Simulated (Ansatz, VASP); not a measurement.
Ge in VASP and in Ansatz

```
Ge
1.0
     3.94356    0.00000    0.00000
    -1.97178    3.41522    0.00000
     0.00000    0.00000    6.51019
Ge
4
Direct
  0.66667 0.33333 0.06290
  0.33333 0.66667 0.56290
  0.66667 0.33333 0.43710
  0.33333 0.66667 0.93710
```

Change from the starting cell: volume scaled by 0.96.

Alike in both runs: task single point; functional PBEsol; k mesh 11 × 11 × 6; occupations fermi-dirac, width 0.05 eV; no spin polarisation.

|  | VASP | Ansatz |
| --- | --- | --- |
| version | VASP 6.6.1 | Ansatz 0.2.0 |
| potentials or method | VASP PAW PBE potentials, release 64 (Ge_d), cutoff 520 eV | all-electron LAPW, scalar-relativistic |

VASP gave:

```
pressure (GPa)                                                : 2.8
traceless stress, the component that is largest in VASP (GPa) : -0.07
rms of the force components (eV/Å)                            : 0.008
```

Task: Which values does Ansatz return?

Result: Pressure (GPa): 3.0; traceless stress, the component that is largest in VASP (GPa): -0.07; rms of the force components (eV/Å): 0.008.

VASP's potentials were made for PBE, not for PBEsol. Atom by atom the forces differ by 0.001 eV/Å (rms over components). Ansatz ran all-electron here, and VASP with PAW potentials.
